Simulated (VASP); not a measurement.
Crystal: NiO.

```
CELL_PARAMETERS angstrom
0.00000 2.08590 2.08590
2.08590 0.00000 2.08590
2.08590 2.08590 0.00000
ATOMIC_POSITIONS crystal
Ni 0.00000 0.00000 0.00000
O 0.50000 0.50000 0.50000
```

```yaml
Program: VASP 6.6.1
Task: relaxation of cell and atoms
Functional: PBE
Potentials_or_basis: VASP PAW PBE potentials, release 64 (Ni, O)
Cutoff: 600 eV
k_mesh: 11 × 11 × 11
Occupations: fermi-dirac, width 0.05 eV
Spin: collinear spin, ferromagnetic start
Starting_moments: "[1.0, 0.0] μB"
```

At the start: pressure 4.8 GPa; volume 9.08 Å³/atom.

Q: Where does the relaxation end?

A: Over 3 steps the energy falls by 4.0 meV/atom and the volume is 9.34 Å³/atom (+2.9 %); space group Fm-3m (No. 225, to 0.05 Å); moment 1.77 μB per cell.

The path:
| step | energy change (eV) | largest force (eV/Å) | pressure (GPa) | volume (Å³) |
| --- | --- | --- | --- | --- |
| 1 | 0.0000 | 0.0000 | 4.81 | 18.15 |
| 2 | -0.0070 | 0.0000 | -1.77 | 18.88 |
| 3 | -0.0080 | 0.0000 | 0.07 | 18.68 |

Final structure:
```xyz
2
Lattice="0.0000 2.1061 2.1061 2.1061 0.0000 2.1061 2.1061 2.1061 0.0000" Properties=species:S:1:pos:R:3 pbc="T T T"
Ni    0.0000    0.0000    0.0000
O     2.1061    2.1061    2.1061
```

Caveat: a cell with one magnetic atom can't hold antiferromagnetic order, which such compounds often take.
